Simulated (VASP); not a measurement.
# TiAl (Pm-3m) in VASP: single point with PBE

Aim: the single point of TiAl with PBE.

Program: VASP 6.6.1. These are calculated values, not measurements. Logs are shortened: lines on timing, memory, paths and dates and some standing lists are left out, and cuts for length are marked.

### Step 1. The cell of the first run

The structure is cubic, space group Pm-3m (No. 221). Conventional cell: a = 3.018 Å, b = 3.018 Å, c = 3.018 Å, α = 90.00°, β = 90.00°, γ = 90.00°. Ti (site symmetry m-3m) has 8 Al at 2.61 Å and 6 Ti at 3.02 Å within 3.4 Å. Within 3.4 Å of Al (site symmetry m-3m) lie 8 Ti at 2.61 Å and 6 Al at 3.02 Å.

### Step 2. Single point, PBE

Input file INCAR:

```
SYSTEM = TiAl
PREC = Accurate
ENCUT = 520
EDIFF = 1E-6
ISMEAR = 0
SIGMA = 0.05
LREAL = .FALSE.
LASPH = .TRUE.
NELM = 60
ALGO = Normal
ISIF = 2
LWAVE = .FALSE.
LCHARG = .FALSE.
GGA = PE
NBANDS = 14
```

Input file KPOINTS:

```
Automatic mesh
0
G
  14 14 14
  0 0 0
```

Input file POSCAR:

```
TiAl
1.0
    3.0180000000      0.0000000000      0.0000000000
    0.0000000000      3.0180000000      0.0000000000
    0.0000000000      0.0000000000      3.0180000000
Ti Al
1 1
Direct
    0.5000000000      0.5000000000      0.5000000000
    0.0000000000      0.0000000000      0.0000000000
```

Potentials or basis: VASP PAW PBE potentials, release 64 (Ti_sv, Al).

Started as:

```console
$ cat potpaw_PBE.64/Ti_sv/POTCAR potpaw_PBE.64/Al/POTCAR > POTCAR
$ mpirun -np 1 vasp_std > vasp.out
```

OUTCAR:

```text
SYSTEM = TiAl
   PREC = Accurate
   ENCUT = 520
   EDIFF = 1E-6
   ISMEAR = 0
   LREAL = .FALSE.
   LASPH = .TRUE.
   NELM = 60
   ISIF = 2
   GGA = PE

 ion  position               nearest neighbor table
   1  0.500  0.500  0.500-   2 2.61   2 2.61   2 2.61   2 2.61   2 2.61   2 2.61   2 2.61   2 2.61

   2  0.000  0.000  0.000-   1 2.61   1 2.61   1 2.61   1 2.61   1 2.61   1 2.61   1 2.61   1 2.61

  LATTYP: Found a simple cubic cell.
 ALAT       =     3.0180000000

  Lattice vectors:

 A1 = (   3.0180000000,   0.0000000000,   0.0000000000)
 A2 = (   0.0000000000,   3.0180000000,   0.0000000000)
 A3 = (   0.0000000000,   0.0000000000,   3.0180000000)

Analysis of symmetry for initial positions (statically):
=====================================================================
 Subroutine PRICEL returns:
 Original cell was already a primitive cell.

 Routine SETGRP: Setting up the symmetry group for a
 simple cubic supercell.

 Subroutine GETGRP returns: Found 48 space group operations
 (whereof 48 operations were pure point group operations)
 out of a pool of 48 trial point group operations.

The static configuration has the point symmetry O_h .

Analysis of symmetry for dynamics (positions and initial velocities):
=====================================================================
 Subroutine PRICEL returns:
 Original cell was already a primitive cell.

 Routine SETGRP: Setting up the symmetry group for a
 simple cubic supercell.

 Subroutine GETGRP returns: Found 48 space group operations
 (whereof 48 operations were pure point group operations)
 out of a pool of 48 trial point group operations.

The dynamic configuration has the point symmetry O_h .

 Subroutine INISYM returns: Found 48 space group operations
 (whereof 48 operations are pure point group operations),
 and found     1 'primitive' translations

----------------------------------------------------------------------------------------

                                     Primitive cell

  volume of cell :      27.4889

  direct lattice vectors                    reciprocal lattice vectors
     3.018000000  0.000000000  0.000000000     0.331345262  0.000000000  0.000000000
     0.000000000  3.018000000  0.000000000     0.000000000  0.331345262  0.000000000
     0.000000000  0.000000000  3.018000000     0.000000000  0.000000000  0.331345262

  length of vectors
     3.018000000  3.018000000  3.018000000     0.331345262  0.331345262  0.331345262

  position of ions in fractional coordinates (direct lattice)
     0.500000000  0.500000000  0.500000000
     0.000000000  0.000000000  0.000000000

  ion indices of the primitive-cell ions
   primitive index   ion index
                 1           1
                 2           2

----------------------------------------------------------------------------------------

 KPOINTS: Automatic mesh

Automatic generation of k-mesh.
 Grid dimensions read from file:
 generate k-points for:   14   14   14

 Generating k-lattice:

  Cartesian coordinates                     Fractional coordinates (reciprocal lattice)
     0.023667519  0.000000000  0.000000000     0.071428571  0.000000000  0.000000000
     0.000000000  0.023667519  0.000000000     0.000000000  0.071428571  0.000000000
     0.000000000  0.000000000  0.023667519     0.000000000  0.000000000  0.071428571

  Length of vectors
     0.023667519  0.023667519  0.023667519

  Shift w.r.t. Gamma in fractional coordinates (k-lattice)
     0.000000000  0.000000000  0.000000000

 Subroutine IBZKPT returns following result:
 ===========================================

 Found    120 irreducible k-points:

 Following reciprocal coordinates:
            Coordinates               Weight
  0.000000  0.000000  0.000000      1.000000
  0.071429  0.000000  0.000000      6.000000
  0.142857  0.000000  0.000000      6.000000
  0.214286  0.000000  0.000000      6.000000
  0.285714  0.000000  0.000000      6.000000
  0.357143  0.000000  0.000000      6.000000
[... 16 lines left out ...]
  0.285714  0.214286  0.000000     24.000000
  0.357143  0.214286  0.000000     24.000000
 [... further k-points ...]
   k-points           NKPTS =    120   k-points in BZ     NKDIM =    120   number of bands    NBANDS=     14
   number of dos      NEDOS =    301   number of ions     NIONS =      2
   total plane-waves  NPLWV =  13824
   dimension x,y,z NGX =    24 NGY =   24 NGZ =   24
   dimension x,y,z NGXF=    48 NGYF=   48 NGZF=   48
   ions per type =               1   1
   NGX,Y,Z   is equivalent  to a cutoff of  13.22, 13.22, 13.22 a.u.
   NGXF,Y,Z  is equivalent  to a cutoff of  26.44, 26.44, 26.44 a.u.
 SYSTEM =  TiAl
   PREC   = accura    normal or accurate (medium, high low for compatibility)
   ISTART =      0    job   : 0-new  1-cont  2-samecut
   ICHARG =      2    charge: 1-file 2-atom 10-const
   ISPIN  =      1    spin polarized calculation?
   LNONCOLLINEAR =      F non collinear calculations
   LSORBIT =      F    spin-orbit coupling
   LASPH  =      T    aspherical Exc in radial PAW
   ENCUT  =  520.0 eV  38.22 Ry    6.18 a.u.   5.61  5.61  5.61*2*pi/ulx,y,z
   NELM   =     60;   NELMIN=  2; NELMDL= -5     # of ELM steps
   EDIFF  = 0.1E-05   stopping-criterion for ELM
   LREAL  =      F    real-space projection
   EDIFFG = 0.1E-04   stopping-criterion for IOM
   NSW    =      0    number of steps for IOM
   IBRION =     -1    ionic relax: 0-MD 1-quasi-New 2-CG
   NFREE  =      0    steps in history (QN), initial steepest desc. (CG)
   ISIF   =      2    stress and relaxation
   ISYM   =      2    0-nonsym 1-usesym 2-fastsym
   POTIM  = 0.5000    time-step for ionic-motion
   TEBEG  =    0.0;   TEEND  =   0.0 temperature during run
   PSTRESS=    0.0 pullay stress
   NELECT =      15.0000    total number of electrons
   NUPDOWN=      -1.0000    fix difference up-down
   EMIN   =  10.00;   EMAX   =-10.00  energy-range for DOS
   EFERMI =   0.00;   METHOD = LEGACY
   ISMEAR =     0;   SIGMA  =   0.05  broadening in eV -4-tet -1-fermi 0-gaus
   EFERMI_NEDOS =   21; number of points for ismear=-14 and -15
   IALGO  =     38    algorithm
   IMIX   =      4    mixing-type and parameters
     AMIX     =   0.40;   BMIX     =  1.00
     AMIX_MAG =   1.60;   BMIX_MAG =  1.00
  volume/ion in A,a.u.               =      13.74        92.75
  Fermi-wavevector in a.u.,A,eV,Ry     =   1.337784  2.528045 24.349887  1.789666
  Thomas-Fermi vector in A             =   2.466306
   LORBIT       =      0    0 simple, 1 ext, 2 COOP (PROOUT), +10 PAW based schemes
   GGA     = PE    functional components
   LHFCALC =     F    Hartree Fock is set to
   AEXX    =    0.0000 exact exchange contribution
   IVDW    =     0    specifies the selected vdW correction
   LEPSILON=     F    determine dielectric tensor
   LRPA    =     F    only Hartree local field effects (RPA)
 non-spin polarized calculation
 Gauss-broadening in eV      SIGMA  =   0.05
  energy-cutoff  :      520.00
  volume of cell :       27.49
 maximum number of plane-waves:       756
 NGX is ok and might be reduce to    24
   NGX = 11   NGY = 11   NGZ = 11

 number of electron      14.9999999 magnetization

 Free energy of the ion-electron system (eV)
  ---------------------------------------------------
  ext. energy  EPLUGINS =         0.00000000
  ---------------------------------------------------
  free energy    TOTEN  =       -11.78123382 eV

  energy without entropy =      -11.77862650  energy(sigma->0) =      -11.77993016

 E-fermi :  10.5421     XC(G=0): -11.7745

 val. band max:       10.5206153530   @ k =   0.2857   0.2857   0.0000
 cond. band min:      10.5491108187   @ k =   0.4286   0.2143   0.2143
 fundamental gap:      0.0284954657
 Fermi energy:        10.5420665543

 k-point     1 :       0.0000    0.0000    0.0000
  band No.  band energies     occupation
      1     -46.0447      2.00000
      2     -22.2267      2.00000
      3     -22.2267      2.00000
      4     -22.2267      2.00000
      5       0.5631      2.00000
      6       8.6798      2.00000
      7       8.6798      2.00000
      8      12.7126      0.00000
      9      12.7126      0.00000
     10      12.7126      0.00000
     11      15.7751      0.00000
     12      15.7751      0.00000
     13      15.7751      0.00000
     14      20.2593      0.00000

 k-point     2 :       0.0714    0.0000    0.0000
  band No.  band energies     occupation
      1     -46.0432      2.00000
      2     -22.2420      2.00000
      3     -22.2253      2.00000
      4     -22.2253      2.00000
      5       0.6566      2.00000
      6       8.6507      2.00000
      7       8.7245      2.00000
      8      12.5413      0.00000
      9      12.5413      0.00000
     10      12.7252      0.00000
     11      15.4074      0.00000
     12      16.0066      0.00000
     13      16.0066      0.00000
     14      20.1031      0.00000

 k-point     3 :       0.1429    0.0000    0.0000
  band No.  band energies     occupation
      1     -46.0391      2.00000
      2     -22.2847      2.00000
      3     -22.2216      2.00000
      4     -22.2216      2.00000
      5       0.9337      2.00000
      6       8.5165      2.00000
      7       8.8539      2.00000
      8      12.1467      0.00000
      9      12.1467      0.00000
     10      12.7608      0.00000
     11      14.6878      0.00000
     12      16.5850      0.00000
     13      16.5850      0.00000
     14      19.6692      0.00000

 k-point     4 :       0.2143    0.0000    0.0000
  band No.  band energies     occupation
      1     -46.0331      2.00000
      2     -22.3459      2.00000
      3     -22.2162      2.00000
      4     -22.2162      2.00000
      5       1.3844      2.00000
      6       8.1638      2.00000
      7       9.0535      2.00000
      8      11.6997      0.00000
      9      11.6997      0.00000
     10      12.8129      0.00000
     11      14.1166      0.00000
     12      17.3477      0.00000
     13      17.3477      0.00000
     14      19.0505      0.00000

 k-point     5 :       0.2857    0.0000    0.0000
  band No.  band energies     occupation
      1     -46.0264      2.00000
      2     -22.4132      2.00000
      3     -22.2102      2.00000
      4     -22.2102      2.00000
      5       1.9935      2.00000
      6       7.5174      2.00000
      7       9.2960      2.00000
      8      11.2961      0.00000
      9      11.2961      0.00000
     10      12.8717      0.00000
     11      13.9008      0.00000
[... 276 lines left out ...]
 k-point    22 :       0.2143    0.2143    0.0000
  band No.  band energies     occupation
      1     -46.0217      2.00000
      2     -22.3378      2.00000
      3     -22.3266      2.00000
      4     -22.2057      2.00000
      5       2.1434      2.00000
      6       8.5759      2.00000
      7       8.5872      2.00000
      8      10.8072      0.00000
      9      11.6792      0.00000
     10      12.1415      0.00000
     11      14.5305      0.00000
     12      15.8418      0.00000
     13      18.6455      0.00000
     14      19.5287      0.00000

 k-point    23 :       0.2857    0.2143    0.0000
  band No.  band energies     occupation
      1     -46.0151      2.00000
      2     -22.3982      2.00000
      3     -22.3239      2.00000
      4     -22.1997      2.00000
      5       2.6990      2.00000
      6       7.9345      2.00000
      7       8.8616      2.00000
      8      10.6244      0.01987
      9      11.4403      0.00000
     10      12.0988      0.00000
     11      14.2594      0.00000
     12      16.1398      0.00000
     13      19.1854      0.00000
     14      19.3668      0.00000

 k-point    24 :       0.3571    0.2143    0.0000
  band No.  band energies     occupation
      1     -46.0092      2.00000
      2     -22.4564      2.00000
      3     -22.3171      2.00000
      4     -22.1943      2.00000
      5       3.3679      2.00000
      6       7.1052      2.00000
      7       9.1785      2.00000
      8      10.4514      1.98969
      9      11.1769      0.00000
     10      12.1507      0.00000
     11      14.1093      0.00000
     12      16.6311      0.00000
     13      18.7538      0.00000
     14      20.1070      0.00000

 [... further k-points ...]
[... 5 lines left out ...]
  --------------------------------------------------------------------------------------
  -------------------------------------------------------------------------------------
  Total        4.2535461      4.2535461      4.2535461      0.0000000     -0.0000000      0.0000000
  in kB      247.9156946    247.9156946    247.9156946      0.0000000     -0.0000000      0.0000000
  external PRESSURE =     247.9156946 kB  Pullay stress =       0.0000000 kB

 VOLUME and BASIS-vectors are now :
 -----------------------------------------------------------------------------
  energy-cutoff  :      520.00
  volume of cell :       27.49
      direct lattice vectors                 reciprocal lattice vectors
     3.018000000  0.000000000  0.000000000     0.331345262  0.000000000  0.000000000
     0.000000000  3.018000000  0.000000000     0.000000000  0.331345262  0.000000000
     0.000000000  0.000000000  3.018000000     0.000000000  0.000000000  0.331345262

 POSITION                                       TOTAL-FORCE (eV/Angst)
 -----------------------------------------------------------------------------------
      1.50900      1.50900      1.50900         0.000000      0.000000      0.000000
      0.00000      0.00000      0.00000         0.000000      0.000000      0.000000
 -----------------------------------------------------------------------------------
    total drift:                                0.000000     -0.000000     -0.000000

  FREE ENERGIE OF THE ION-ELECTRON SYSTEM (eV)
  ---------------------------------------------------
  free  energy   TOTEN  =       -11.7812338244 eV

  energy  without entropy=      -11.7786265014  energy(sigma->0) =      -11.77993016
```

Run time: 13 s. Hardware: 1 thread of Intel Xeon 6975P-C (Granite Rapids), shared host; peak memory 0.17 GiB.

What came out:

```
Free energy : -11.7812 eV
Pressure    : 24.8 GPa
```
